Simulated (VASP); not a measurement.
# KNi (P1) in VASP: further runs, part 2 of 2

VASP 6.6.1. The steps go on from the part before.

### Step 3. Single point, PBE, collinear spin, ferromagnetic start

Contents of INCAR:

```
PREC = Accurate ; ENCUT = 520
EDIFF = 1E-6 ; ISMEAR = -1
SIGMA = 0.025 ; LREAL = F
LASPH = T ; NELM = 150
ALGO = Normal ; ISIF = 2
LWAVE = F ; LCHARG = F
ISPIN = 2 ; MAGMOM = 0 1
LORBIT = 11 ; LMAXMIX = 4
GGA = PE ; NBANDS = 20
```

Contents of KPOINTS:

```
regular mesh
0
Gamma
  5 5 6
```

Contents of POSCAR:

```
KNi
1.0
    3.6604778900      0.0000000000      0.0000000000
    0.0000000000      3.6604778900      0.0000000000
    0.0000000000      0.0000000000      3.4788877700
K Ni
1 1
Direct
   -0.0027010000     -0.0027880000      0.0025890000
    0.5056830000      0.5003780000      0.5263380000
```

Potentials or basis: VASP PAW PBE potentials, release 64 (K_sv, Ni).

Run with:

```sh
cat potpaw_PBE.64/K_sv/POTCAR potpaw_PBE.64/Ni/POTCAR > POTCAR
mpirun -np 1 vasp_std > vasp.out
```

Wall time 3.9 min (1 thread of Oxide Virtual Turin-like, shared host); peak memory 0.21 GiB.

The run converged. Its results:

```yaml
Free_energy: -4.2629 eV
Pressure: 4.2 GPa
Largest_force: 0.181 eV/Å
Net_moment: 0.57 μB per cell
Site_moments: K -0.01; Ni +0.60 μB
Valence_electrons_inside_the_program's_atomic_spheres: K 7.63; Ni 8.99
```

Forces in eV/Å, atoms in the order of the input:
```
K    0.072  0.027  0.164
Ni  -0.072 -0.027 -0.164
```

Stress tensor (GPa, compression positive):
```
4.91 0.01 0.03
0.01 4.92 0.01
0.03 0.01 2.81
```

Levels at points of the mesh, in eV from the Fermi level:
Spin up:
```tsv
k point	band 7	band 8	band 9	band 10	band 11	band 12	band 13	band 14
(0.00, 0.00, 0.00)	-1.39	-0.73	-0.59	-0.59	4.73	4.86	7.27	7.28
(0.00, 0.00, 0.50)	-0.72	-0.72	-0.67	0.06	0.12	5.30	5.44	5.44
```
Spin down:
| k point | band 5 | band 6 | band 7 | band 8 | band 9 | band 10 | band 11 | band 12 | band 13 | band 14 |
| --- | --- | --- | --- | --- | --- | --- | --- | --- | --- | --- |
| (0.00, 0.00, 0.00) | -3.83 | -0.76 | -0.75 | -0.41 | -0.24 | -0.24 | 4.86 | 4.92 | 7.34 | 7.34 |
| (0.00, 0.00, 0.50) | -1.21 | -0.47 | -0.38 | -0.38 | -0.35 | 0.01 | 0.59 | 5.24 | 5.47 | 5.47 |

### Step 4. Single point, PBE, collinear spin, ferromagnetic start

Contents of INCAR:

```
PREC = Accurate
ENCUT = 520
EDIFF = 1E-7
ISMEAR = -1
SIGMA = 0.01
LREAL = F
LASPH = T
NELM = 150
ALGO = Normal
ISIF = 2
LWAVE = F
LCHARG = F
ISPIN = 2
MAGMOM = 0 1
LORBIT = 11
LMAXMIX = 4
GGA = PE
NBANDS = 20
```

Contents of KPOINTS:

```
Automatic mesh
0
Gamma
  5 5 6
```

POSCAR is that of step 3.

Run with:

```sh
cat potpaw_PBE.64/K_sv/POTCAR potpaw_PBE.64/Ni/POTCAR > POTCAR
mpirun -np 1 vasp_std > vasp.out
```

Wall time 3.8 min (1 thread of Oxide Virtual Turin-like, shared host); peak memory 0.22 GiB.

Results (log left out):

* Free energy: -4.2606 eV
* Pressure: 4.2 GPa
* Largest force: 0.181 eV/Å
* Net moment: 0.56 μB per cell
* Site moments: K -0.01; Ni +0.60 μB
* Valence electrons inside the program's atomic spheres: K 7.63; Ni 8.99

Forces in eV/Å, atoms in the order of the input:
```
K    0.072  0.027  0.164
Ni  -0.072 -0.027 -0.164
```

Stress tensor (GPa, compression positive):
```
4.93 0.01 0.03
0.01 4.94 0.01
0.03 0.01 2.79
```

Levels at points of the mesh, in eV from the Fermi level:
Spin up:
```
           k point  band 6  band 7  band 8  band 9  band 10  band 11  band 12  band 13  band 14  band 15
(0.00, 0.00, 0.00)   -1.71   -1.40   -0.74   -0.61    -0.61     4.72     4.85     7.26     7.27     8.44
(0.00, 0.00, 0.50)   -1.52   -0.73   -0.73   -0.69     0.05     0.11     5.30     5.43     5.43     9.33
```
Spin down:
```csv
k point,band 7,band 8,band 9,band 10,band 11,band 12
"(0.00, 0.00, 0.00)",-0.76,-0.43,-0.25,-0.25,4.84,4.90
"(0.00, 0.00, 0.50)",-0.39,-0.39,-0.37,0.00,0.58,5.23
```

### Step 5. Single point, PBE, collinear spin, ferromagnetic start

Contents of INCAR:

```
ALGO = Normal ; EDIFF = 1E-6
ENCUT = 520 ; GGA = PE
ISIF = 2 ; ISMEAR = -1
ISPIN = 2 ; LASPH = True
LCHARG = False ; LMAXMIX = 4
LORBIT = 11 ; LREAL = False
LWAVE = False ; MAGMOM = 0 1
NBANDS = 20 ; NELM = 150
PREC = Accurate ; SIGMA = 0.005
```

Contents of KPOINTS:

```
k-points
0
Gamma
  5 5 6
```

POSCAR is that of step 4.

Run with:

```sh
cat potpaw_PBE.64/K_sv/POTCAR potpaw_PBE.64/Ni/POTCAR > POTCAR
mpirun -np 1 vasp_std > vasp.out
```

It took 3.9 min on 1 thread of Oxide Virtual Turin-like, shared host; peak memory 0.21 GiB.

It converged, with:

```yaml
Free_energy: -4.2601 eV
Pressure: 4.3 GPa
Largest_force: 0.181 eV/Å
Net_moment: 0.56 μB per cell
Site_moments: K -0.01; Ni +0.60 μB
Valence_electrons_inside_the_program's_atomic_spheres: K 7.63; Ni 8.99
```

Forces in eV/Å, atoms in the order of the input:
```
K    0.072  0.027  0.164
Ni  -0.072 -0.027 -0.164
```

Stress tensor (GPa, compression positive):
```
4.94 0.01 0.03
0.01 5.00 0.01
0.03 0.01 2.83
```

Levels at points of the mesh, in eV from the Fermi level:
Spin up:
```csv
k point,band 6,band 7,band 8,band 9,band 10,band 11,band 12,band 13,band 14,band 15
"(0.00, 0.00, 0.00)",-1.71,-1.40,-0.75,-0.61,-0.61,4.72,4.85,7.26,7.27,8.44
"(0.00, 0.00, 0.50)",-1.53,-0.74,-0.74,-0.69,0.05,0.11,5.29,5.43,5.43,9.33
```
Spin down:
```tsv
k point	band 5	band 6	band 7	band 8	band 9	band 10	band 11	band 12	band 13	band 14
(0.00, 0.00, 0.00)	-3.85	-0.78	-0.76	-0.43	-0.25	-0.25	4.84	4.90	7.32	7.33
(0.00, 0.00, 0.50)	-1.23	-0.49	-0.39	-0.39	-0.37	0.00	0.57	5.23	5.45	5.45
```

### Step 6. Single point, LDA, collinear spin, ferromagnetic start

Contents of INCAR:

```
SYSTEM = KNi
ALGO = Normal
EDIFF = 1E-6
ENCUT = 520
ISIF = 2
ISMEAR = 0
ISPIN = 2
LASPH = .TRUE.
LCHARG = .TRUE.
LELF = .TRUE.
LMAXMIX = 4
LORBIT = 11
LREAL = .FALSE.
LVHAR = .TRUE.
LWAVE = .FALSE.
MAGMOM = 0 1
NBANDS = 20
NELM = 150
PREC = Accurate
SIGMA = 0.1
```

Contents of KPOINTS:

```
k-points
0
G
  5 5 6
  0 0 0
```

POSCAR is that of step 5.

Potentials or basis: VASP PAW LDA potentials, release 64 (K_sv, Ni).

Run with:

```sh
cat potpaw_LDA.64/K_sv/POTCAR potpaw_LDA.64/Ni/POTCAR > POTCAR
mpirun -np 1 vasp_std > vasp.out
```

OUTCAR:

```text
SYSTEM = KNi
   EDIFF = 1E-6
   ENCUT = 520
   ISIF = 2
   ISMEAR = 0
   ISPIN = 2
   LASPH = .TRUE.
   LORBIT = 11
   LREAL = .FALSE.
   NELM = 150
   PREC = Accurate

 ion  position               nearest neighbor table
   1  0.997  0.997  0.003-   2 3.05   2 3.06   2 3.08   2 3.10   2 3.14   2 3.15   2 3.18   2 3.19

   2  0.506  0.500  0.526-   1 3.05   1 3.06   1 3.08   1 3.10   1 3.14   1 3.15   1 3.18   1 3.19

  LATTYP: Found a simple tetragonal cell.
 ALAT       =     3.6604778900
 C/A-ratio  =     0.9503916905

  Lattice vectors:

 A1 = (   3.6604778900,   0.0000000000,   0.0000000000)
 A2 = (   0.0000000000,   3.6604778900,   0.0000000000)
[... 1319 lines left out ...]
 VOLUME and BASIS-vectors are now :
 -----------------------------------------------------------------------------
  energy-cutoff  :      520.00
  volume of cell :       46.61
      direct lattice vectors                 reciprocal lattice vectors
     3.660477890  0.000000000  0.000000000     0.273188373  0.000000000  0.000000000
     0.000000000  3.660477890  0.000000000     0.000000000  0.273188373  0.000000000
     0.000000000  0.000000000  3.478887770     0.000000000  0.000000000  0.287448192

 POSITION                                       TOTAL-FORCE (eV/Angst)
 -----------------------------------------------------------------------------------
      3.65059      3.65027      0.00901         0.058201      0.021966      0.132996
      1.85104      1.83162      1.83107        -0.058201     -0.021966     -0.132996
 -----------------------------------------------------------------------------------
    total drift:                               -0.000217     -0.000082      0.000163

  FREE ENERGIE OF THE ION-ELECTRON SYSTEM (eV)
  ---------------------------------------------------
  free  energy   TOTEN  =        -5.2904086281 eV

  energy  without entropy=       -5.2695121956  energy(sigma->0) =       -5.27996041

 total charge

# of ion       s       p       d       tot
------------------------------------------
    1        1.985   5.549   0.069   7.603
    2        0.486   0.063   8.450   8.998
--------------------------------------------------
tot          2.471   5.612   8.519  16.602

 magnetization (x)

# of ion       s       p       d       tot
------------------------------------------
    1       -0.001   0.002  -0.003  -0.002
    2        0.028  -0.000   0.503   0.531
--------------------------------------------------
tot          0.027   0.002   0.500   0.529
```

stdout:

```text
POSCAR found type information on POSCAR K Ni
 POSCAR found :  2 types and       2 ions
 scaLAPACK will be used
 LDA part: xc-table for (Slater(with rela. corr.)+CA(PZ))
 , standard interpolation
 POSCAR, INCAR and KPOINTS ok, starting setup
 FFT: planning ... GRIDC
 FFT: planning ... GRID_SOFT
 FFT: planning ... GRID
 WAVECAR not read
 entering main loop
```

Wall time 3.5 min (1 thread of Oxide Virtual Turin-like, shared host); peak memory 0.19 GiB.

What came out:

- Free energy: -5.2904 eV
- Pressure: -0.2 GPa
- Largest force: 0.147 eV/Å
- Net moment: 0.54 μB per cell
- Site moments: K -0.00; Ni +0.53 μB
- Valence electrons inside the program's atomic spheres: K 7.60; Ni 9.00

Forces in eV/Å, atoms in the order of the input:
```
K    0.058  0.022  0.133
Ni  -0.058 -0.022 -0.133
```

### Step 7. Overview

```tsv
level	potentials or basis	smearing	gap on the mesh (eV)	pressure (GPa)	moment (μB)	largest force (eV/Å)
PBE	VASP PAW PBE potentials, release 64 (K_sv, Ni)	fermi-dirac 0.05 eV	none	4.3	0.60	0.18
PBE	VASP PAW PBE potentials, release 64 (K_sv, Ni)	fermi-dirac 0.025 eV	none	4.2	0.57	0.18
PBE	VASP PAW PBE potentials, release 64 (K_sv, Ni)	fermi-dirac 0.01 eV	none	4.2	0.56	0.18
PBE	VASP PAW PBE potentials, release 64 (K_sv, Ni)	fermi-dirac 0.005 eV	none	4.3	0.56	0.18
LDA	VASP PAW LDA potentials, release 64 (K_sv, Ni)	gaussian 0.1 eV	none	-0.2	0.54	0.15
```

Alike in all rows: task single point; spin collinear, ferromagnetic start; cell as given; k mesh 5 × 5 × 6; cutoff (eV) 520.

Total energies depend on the potentials used, so only differences within one code and one set of settings carry meaning.
